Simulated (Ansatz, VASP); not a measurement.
**Pb in VASP and in Ansatz**

Contents of INCAR:

```
PREC     = Accurate       # precision mode
ENCUT    = 520            # plane-wave cutoff, eV
EDIFF    = 1E-6           # SCF threshold, eV
ISMEAR   = -1             # smearing method
SIGMA    = 0.03           # smearing width, eV
LREAL    = False          # projectors in reciprocal space
LASPH    = True           # aspherical terms in the spheres
NELM     = 100            # most SCF steps
ALGO     = Normal         # electronic algorithm
ISIF     = 2              # what is computed and relaxed
LWAVE    = False          # write WAVECAR
LCHARG   = False          # write CHGCAR
GGA      = CA             # functional
NBANDS   = 13             # bands
```

File KPOINTS:

```
Automatic mesh
0
Gamma
  11 11 11
```

The input POSCAR:

```
Pb
1.0
    0.0000000000      2.4375492138      2.4375492138
    2.4375492138      0.0000000000      2.4375492138
    2.4375492138      2.4375492138      0.0000000000
Pb
1
Direct
    0.0000000000      0.0000000000      0.0000000000
```

Input for Ansatz:

```yaml
crystal:
  lattice:
    - [0.0, 2.4375492138, 2.4375492138]
    - [2.4375492138, 0.0, 2.4375492138]
    - [2.4375492138, 2.4375492138, 0.0]
  atoms:
    - { symbol: Pb, position: [0.0, 0.0, 0.0] }
hamiltonian:
  xc: lda
  pseudopotentials:
    kind: paw
    azcp:
      Pb: "pseudopotentials/Pb.paw.azcp"
basis:
  ecutwfc: 420
  fft_grid_basis: typed
kpoints:
  mp_grid: { grid: [11, 11, 11], shift: [0, 0, 0] }
magnetization:
  spin_polarized: false
scf:
  occupations: { method: fermi_dirac, width: 0.03 }
  lower_state_search: "off"
output:
  stress: true
```

Alike in both runs: task single point; functional LDA; k mesh 11 × 11 × 11; occupations fermi-dirac, width 0.03 eV; no spin polarisation.

```csv
,VASP,Ansatz
version,VASP 6.6.1,Ansatz 0.2.0
potentials or method,"VASP PAW LDA potentials, release 64 (Pb_d), cutoff 520 eV","plane waves (420 eV) with PAW, scalar-relativistic"
valence electrons in the cell,14,14
```

```tsv
	VASP	Ansatz	Ansatz less VASP
pressure (GPa)	0.0	0.0	-0.03
```

Ansatz warns that its potentials were made for another functional, while VASP's fit it. LDA's correlation is that of Perdew and Zunger in VASP and of Perdew and Wang (1992) in Ansatz.

Spin-orbit coupling is off throughout.
